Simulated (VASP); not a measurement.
# Rh (P6_3/mmc) in VASP: notebook

The runs below take Rh through single point, with PBEsol.

All numbers are computed with VASP 6.6.1; they aren't measurements. Logs are shortened: lines on timing, memory, paths and dates and some standing lists are left out, and cuts for length are marked.

## Step 1: The cell of the first run

It takes space group P6_3/mmc (No. 194, hexagonal). Conventional cell: a = 2.687 Å, b = 2.687 Å, c = 4.334 Å, α = 90.00°, β = 90.00°, γ = 120.00°. Within 3.5 Å of Rh (site symmetry -6m2) lie 12 Rh at 2.67 to 2.69 Å.

## Step 2: Single point, PBEsol

INCAR

```
PREC = Accurate ; ENCUT = 520
EDIFF = 1E-7 ; ISMEAR = 0
SIGMA = 0.05 ; LREAL = F
LASPH = T ; NELM = 60
ALGO = Normal ; ISIF = 2
LWAVE = F ; LCHARG = F
GGA = PS ; NBANDS = 22
```

KPOINTS

```
regular mesh
0
Gamma
  20 20 11
```

POSCAR

```
Rh
1.0
    2.6869831542      0.0000000000      0.0000000000
   -1.3434915771      2.3269956711      0.0000000000
    0.0000000000      0.0000000000      4.3340012960
Rh
2
Direct
    0.3333333333      0.6666666667      0.2500000000
    0.6666666667      0.3333333333      0.7500000000
```

Potentials or basis: VASP PAW PBE potentials, release 64 (Rh_pv).

Command:

```bash
> cat potpaw_PBE.64/Rh_pv/POTCAR > POTCAR
> mpirun -np 1 vasp_std > vasp.out
```

OUTCAR:

```text
PREC = Accurate
   ENCUT = 520
   EDIFF = 1E-7
   ISMEAR = 0
   LREAL = F
   LASPH = T
   NELM = 60
   ISIF = 2
   GGA = PS

 ion  position               nearest neighbor table
   1  0.333  0.667  0.250-   2 2.67   2 2.67   2 2.67   2 2.67   2 2.67   2 2.67
   2  0.667  0.333  0.750-   1 2.67   1 2.67   1 2.67   1 2.67   1 2.67   1 2.67

  LATTYP: Found a hexagonal cell.
 ALAT       =     2.6869831542
 C/A-ratio  =     1.6129618413

  Lattice vectors:

 A1 = (   2.6869831542,   0.0000000000,   0.0000000000)
 A2 = (  -1.3434915771,   2.3269956711,   0.0000000000)
 A3 = (   0.0000000000,   0.0000000000,   4.3340012960)

Analysis of symmetry for initial positions (statically):
=====================================================================
 Subroutine PRICEL returns:
 Original cell was already a primitive cell.

 Routine SETGRP: Setting up the symmetry group for a
 hexagonal supercell.

 Subroutine GETGRP returns: Found 24 space group operations
 (whereof 12 operations were pure point group operations)
 out of a pool of 24 trial point group operations.

The static configuration has the point symmetry D_3d.
 The point group associated with its full space group is D_6h.

Analysis of symmetry for dynamics (positions and initial velocities):
=====================================================================
 Subroutine PRICEL returns:
 Original cell was already a primitive cell.

 Routine SETGRP: Setting up the symmetry group for a
 hexagonal supercell.

 Subroutine GETGRP returns: Found 24 space group operations
 (whereof 12 operations were pure point group operations)
 out of a pool of 24 trial point group operations.

The dynamic configuration has the point symmetry D_3d.
 The point group associated with its full space group is D_6h.

 Subroutine INISYM returns: Found 24 space group operations
 (whereof 12 operations are pure point group operations),
 and found     1 'primitive' translations

----------------------------------------------------------------------------------------

                                     Primitive cell

  volume of cell :      27.0988

  direct lattice vectors                    reciprocal lattice vectors
     2.686983154  0.000000000  0.000000000     0.372164596  0.214869330  0.000000000
    -1.343491577  2.326995671  0.000000000     0.000000000  0.429738659  0.000000000
     0.000000000  0.000000000  4.334001296     0.000000000  0.000000000  0.230733664

  length of vectors
     2.686983154  2.686983154  4.334001296     0.429738659  0.429738659  0.230733664

  position of ions in fractional coordinates (direct lattice)
     0.333333333  0.666666667  0.250000000
     0.666666667  0.333333333  0.750000000

  ion indices of the primitive-cell ions
   primitive index   ion index
                 1           1
                 2           2

----------------------------------------------------------------------------------------

 KPOINTS: regular mesh

Automatic generation of k-mesh.
 Grid dimensions read from file:
 generate k-points for:   20   20   11

 Generating k-lattice:

  Cartesian coordinates                     Fractional coordinates (reciprocal lattice)
     0.018608230  0.010743466  0.000000000     0.050000000  0.000000000  0.000000000
     0.000000000  0.021486933  0.000000000     0.000000000  0.050000000  0.000000000
     0.000000000  0.000000000  0.020975788     0.000000000  0.000000000  0.090909091

  Length of vectors
     0.021486933  0.021486933  0.020975788

  Shift w.r.t. Gamma in fractional coordinates (k-lattice)
     0.000000000  0.000000000  0.000000000

 Subroutine IBZKPT returns following result:
 ===========================================

 Found    264 irreducible k-points:

 Following reciprocal coordinates:
            Coordinates               Weight
  0.000000  0.000000  0.000000      1.000000
  0.050000  0.000000  0.000000      6.000000
  0.100000  0.000000  0.000000      6.000000
  0.150000  0.000000  0.000000      6.000000
  0.200000  0.000000  0.000000      6.000000
  0.250000  0.000000  0.000000      6.000000
[... 16 lines left out ...]
  0.200000  0.100000  0.000000     12.000000
  0.250000  0.100000  0.000000     12.000000
 [... further k-points ...]
   k-points           NKPTS =    264   k-points in BZ     NKDIM =    264   number of bands    NBANDS=     22
   number of dos      NEDOS =    301   number of ions     NIONS =      2
   total plane-waves  NPLWV =  12800
   dimension x,y,z NGX =    20 NGY =   20 NGZ =   32
   dimension x,y,z NGXF=    40 NGYF=   40 NGZF=   64
   ions per type =               2
   NGX,Y,Z   is equivalent  to a cutoff of  12.37, 12.37, 12.27 a.u.
   NGXF,Y,Z  is equivalent  to a cutoff of  24.75, 24.75, 24.55 a.u.
 SYSTEM =  unknown system
   PREC   = accura    normal or accurate (medium, high low for compatibility)
   ISTART =      0    job   : 0-new  1-cont  2-samecut
   ICHARG =      2    charge: 1-file 2-atom 10-const
   ISPIN  =      1    spin polarized calculation?
   LNONCOLLINEAR =      F non collinear calculations
   LSORBIT =      F    spin-orbit coupling
   LASPH  =      T    aspherical Exc in radial PAW
   ENCUT  =  520.0 eV  38.22 Ry    6.18 a.u.   5.00  5.00  8.06*2*pi/ulx,y,z
   NELM   =     60;   NELMIN=  2; NELMDL= -5     # of ELM steps
   EDIFF  = 0.1E-06   stopping-criterion for ELM
   LREAL  =      F    real-space projection
   EDIFFG = 0.1E-05   stopping-criterion for IOM
   NSW    =      0    number of steps for IOM
   IBRION =     -1    ionic relax: 0-MD 1-quasi-New 2-CG
   NFREE  =      0    steps in history (QN), initial steepest desc. (CG)
   ISIF   =      2    stress and relaxation
   ISYM   =      2    0-nonsym 1-usesym 2-fastsym
   POTIM  = 0.5000    time-step for ionic-motion
   TEBEG  =    0.0;   TEEND  =   0.0 temperature during run
   PSTRESS=    0.0 pullay stress
   NELECT =      30.0000    total number of electrons
   NUPDOWN=      -1.0000    fix difference up-down
   EMIN   =  10.00;   EMAX   =-10.00  energy-range for DOS
   EFERMI =   0.00;   METHOD = LEGACY
   ISMEAR =     0;   SIGMA  =   0.05  broadening in eV -4-tet -1-fermi 0-gaus
   EFERMI_NEDOS =   21; number of points for ismear=-14 and -15
   IALGO  =     38    algorithm
   IMIX   =      4    mixing-type and parameters
     AMIX     =   0.40;   BMIX     =  1.00
     AMIX_MAG =   1.60;   BMIX_MAG =  1.00
  volume/ion in A,a.u.               =      13.55        91.44
  Fermi-wavevector in a.u.,A,eV,Ry     =   1.693553  3.200351 39.023155  2.868121
  Thomas-Fermi vector in A             =   2.774938
   LORBIT       =      0    0 simple, 1 ext, 2 COOP (PROOUT), +10 PAW based schemes
   GGA     = PS    functional components
   LHFCALC =     F    Hartree Fock is set to
   AEXX    =    0.0000 exact exchange contribution
   IVDW    =     0    specifies the selected vdW correction
   LEPSILON=     F    determine dielectric tensor
   LRPA    =     F    only Hartree local field effects (RPA)
 non-spin polarized calculation
 Gauss-broadening in eV      SIGMA  =   0.05
  energy-cutoff  :      520.00
  volume of cell :       27.10
 maximum number of plane-waves:       752
 NGX is ok and might be reduce to    20
   NGX =  9   NGY =  9   NGZ = 17

 number of electron      30.0000003 magnetization

 Free energy of the ion-electron system (eV)
  ---------------------------------------------------
  ext. energy  EPLUGINS =         0.00000000
  ---------------------------------------------------
  free energy    TOTEN  =       -16.19556984 eV

  energy without entropy =      -16.19172319  energy(sigma->0) =      -16.19364651

 E-fermi :  12.1236     XC(G=0): -14.3107

 val. band max:       12.1207429640   @ k =   0.3500   0.3000   0.2727
 cond. band min:      12.1243346197   @ k =   0.4000   0.2000   0.2727
 fundamental gap:      0.0035916557
 Fermi energy:        12.1235956687

 k-point     1 :       0.0000    0.0000    0.0000
  band No.  band energies     occupation
      1     -35.1193      2.00000
      2     -34.4262      2.00000
      3     -34.4262      2.00000
      4     -34.3208      2.00000
      5     -34.3116      2.00000
      6     -34.3116      2.00000
[... 14 lines left out ...]
     21      30.2346      0.00000
     22      30.8575      0.00000

 k-point     2 :       0.0500    0.0000    0.0000
  band No.  band energies     occupation
      1     -35.1132      2.00000
      2     -34.4402      2.00000
      3     -34.4308      2.00000
      4     -34.3262      2.00000
      5     -34.3234      2.00000
      6     -34.3138      2.00000
[... 14 lines left out ...]
     21      30.3392      0.00000
     22      30.9514      0.00000

 k-point     3 :       0.1000    0.0000    0.0000
  band No.  band energies     occupation
      1     -35.0949      2.00000
      2     -34.4808      2.00000
      3     -34.4440      2.00000
      4     -34.3682      2.00000
      5     -34.3312      2.00000
      6     -34.3202      2.00000
[... 14 lines left out ...]
     21      30.6237      0.00000
     22      31.0687      0.00000

 k-point     4 :       0.1500    0.0000    0.0000
  band No.  band energies     occupation
      1     -35.0655      2.00000
      2     -34.5440      2.00000
      3     -34.4641      2.00000
      4     -34.4328      2.00000
      5     -34.3443      2.00000
      6     -34.3305      2.00000
[... 14 lines left out ...]
     21      30.8549      0.00000
     22      30.9348      0.00000

 k-point     5 :       0.2000    0.0000    0.0000
  band No.  band energies     occupation
      1     -35.0266      2.00000
      2     -34.6237      2.00000
      3     -34.5129      2.00000
      4     -34.4888      2.00000
      5     -34.3627      2.00000
      6     -34.3439      2.00000
[... 417 lines left out ...]
 k-point    22 :       0.1500    0.1000    0.0000
  band No.  band energies     occupation
      1     -35.0104      2.00000
      2     -34.6341      2.00000
      3     -34.5780      2.00000
      4     -34.4708      2.00000
      5     -34.3707      2.00000
      6     -34.3651      2.00000
[... 14 lines left out ...]
     21      28.4281      0.00000
     22      30.3852      0.00000

 k-point    23 :       0.2000    0.1000    0.0000
  band No.  band energies     occupation
      1     -34.9650      2.00000
      2     -34.7136      2.00000
      3     -34.6463      2.00000
      4     -34.5099      2.00000
      5     -34.3944      2.00000
      6     -34.3854      2.00000
[... 14 lines left out ...]
     21      27.4766      0.00000
     22      29.4545      0.00000

 k-point    24 :       0.2500    0.1000    0.0000
  band No.  band energies     occupation
      1     -34.9147      2.00000
      2     -34.7959      2.00000
      3     -34.7118      2.00000
      4     -34.5482      2.00000
      5     -34.4229      2.00000
      6     -34.4048      2.00000
[... 14 lines left out ...]
     21      26.4952      0.00000
     22      28.6367      0.00000

 [... further k-points ...]
[... 5 lines left out ...]
  --------------------------------------------------------------------------------------
  -------------------------------------------------------------------------------------
  Total       -0.0091372     -0.0091372     -0.0076555      0.0000000      0.0000000      0.0000000
  in kB       -0.5402252     -0.5402252     -0.4526207      0.0000000      0.0000000      0.0000000
  external PRESSURE =      -0.5110237 kB  Pullay stress =       0.0000000 kB

 VOLUME and BASIS-vectors are now :
 -----------------------------------------------------------------------------
  energy-cutoff  :      520.00
  volume of cell :       27.10
      direct lattice vectors                 reciprocal lattice vectors
     2.686983154  0.000000000  0.000000000     0.372164596  0.214869330  0.000000000
    -1.343491577  2.326995671  0.000000000     0.000000000  0.429738659  0.000000000
     0.000000000  0.000000000  4.334001296     0.000000000  0.000000000  0.230733664

 POSITION                                       TOTAL-FORCE (eV/Angst)
 -----------------------------------------------------------------------------------
     -0.00000      1.55133      1.08350        -0.000000      0.000000      0.000000
      1.34349      0.77567      3.25050         0.000000     -0.000000      0.000000
 -----------------------------------------------------------------------------------
    total drift:                               -0.000000      0.000000     -0.000000

  FREE ENERGIE OF THE ION-ELECTRON SYSTEM (eV)
  ---------------------------------------------------
  free  energy   TOTEN  =       -16.1955698382 eV

  energy  without entropy=      -16.1917231863  energy(sigma->0) =      -16.19364651
```

It took 43 s on 1 thread of AMD EPYC 9R45 (Zen 5), shared host; peak memory 0.2 GiB.

Results:

| Property | Result |
| --- | --- |
| Free energy | -16.1956 eV |
| Pressure | -0.1 GPa |
| Band gap on the k mesh | zero (band 15 reaches 12.79 eV, above the bottom of band 16 at 10.38 eV) |

Caveat: the PAW data sets were made with another functional, which shifts forces and pressure a little.

## Step 3: Single point, PBEsol

INCAR

```
SYSTEM = Rh
PREC = Accurate
ENCUT = 520
EDIFF = 1E-7
ISMEAR = 0
SIGMA = 0.05
LREAL = .False.
LASPH = .True.
NELM = 80
ALGO = Normal
ISIF = 2
LWAVE = .False.
LCHARG = .False.
GGA = PS
NBANDS = 22
```

KPOINTS

```
regular mesh
0
Gamma
  20 20 11
  0 0 0
```

POSCAR is that of step 2.

Potentials or basis: VASP PAW PBE potentials, release 64 (Rh_pv).

Command:

```bash
> cat potpaw_PBE.64/Rh_pv/POTCAR > POTCAR
> mpirun -np 1 vasp_std > vasp.out
```

Run time: 44 s. Hardware: 1 thread of AMD EPYC 9R45 (Zen 5), shared host; peak memory 0.2 GiB.

It converged, with:

- Free energy: -16.1956 eV
- Pressure: -0.1 GPa
- Band gap on the k mesh: zero (band 15 reaches 12.79 eV, above the bottom of band 16 at 10.38 eV)

Levels at points of the mesh, in eV from the Fermi level:
| k point | band 11 | band 12 | band 13 | band 14 | band 15 | band 16 | band 17 | band 18 | band 19 | band 20 |
| --- | --- | --- | --- | --- | --- | --- | --- | --- | --- | --- |
| (0.00, 0.00, 0.00) | -3.13 | -2.58 | -2.58 | -1.98 | -1.98 | 0.14 | 0.14 | 0.65 | 8.76 | 15.80 |
| (0.50, 0.00, 0.00) | -2.78 | -2.30 | -2.26 | 0.43 | 0.67 | 0.75 | 3.05 | 5.17 | 10.39 | 10.90 |

Caveat: the PAW data sets were made with another functional, which shifts forces and pressure a little.
